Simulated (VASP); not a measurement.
SiC: single point with r2SCAN

The system is SiC.

```
CELL_PARAMETERS angstrom
-3.07600 0.00000 0.00000
-1.53800 -2.66389 0.00000
0.00000 0.00000 10.59600
ATOMIC_POSITIONS crystal
Si 0.33333 0.33333 0.62290
Si 0.33333 0.33333 0.14649
Si 0.66667 0.66667 0.86110
Si 0.66667 0.66667 0.38470
C 0.33333 0.33333 0.80632
C 0.33333 0.33333 0.32991
C 0.66667 0.66667 0.09171
C 0.66667 0.66667 0.56811
```

| Quantity | Value |
| --- | --- |
| Program | VASP 6.6.1 |
| Task | single point |
| Functional | r2SCAN |
| Potentials or basis | VASP PAW PBE potentials, release 64 (Si, C) |
| Cutoff | 520 eV |
| k mesh | 8 × 8 × 3 |
| Occupations | gaussian, width 0.05 eV |
| Spin | no spin polarisation |

| Item | Value |
| --- | --- |
| Pressure | -4.3 GPa |
| Largest force | 2.499 eV/Å |
| Band gap on the k mesh | 2.58 eV, indirect (least direct gap 4.14 eV) |

Forces in eV/Å, atoms in the order of the input:
```
Si   0.000  0.000  0.343
Si   0.000  0.000 -0.911
Si   0.000  0.000  2.499
Si   0.000  0.000  0.316
C    0.000  0.000  0.056
C    0.000  0.000 -0.290
C    0.000  0.000 -1.643
C    0.000  0.000 -0.370
```

Stress tensor (GPa, compression positive):
```
  1.03   0.00   0.00
  0.00   1.03   0.00
  0.00   0.00 -14.82
```

Levels at points of the mesh, in eV from the valence-band top:
| k point | band 14 | band 15 | band 16 | band 17 | band 18 | band 19 |
| --- | --- | --- | --- | --- | --- | --- |
| (0.00, 0.00, 0.00) | -0.13 | 0.00 | 0.00 | 4.24 | 5.10 | 6.03 |
| (0.50, 0.00, 0.00) | -2.54 | -1.79 | -1.51 | 2.65 | 2.96 | 3.57 |

Wall time 100 s on 1 thread of Intel(R) Xeon(R) 6975P-C (Granite Rapids), on a shared host, peak memory 0.22 GiB.

Caveat: the PAW data sets were made with another functional, which shifts forces and pressure a little. A k mesh can miss the band edges.
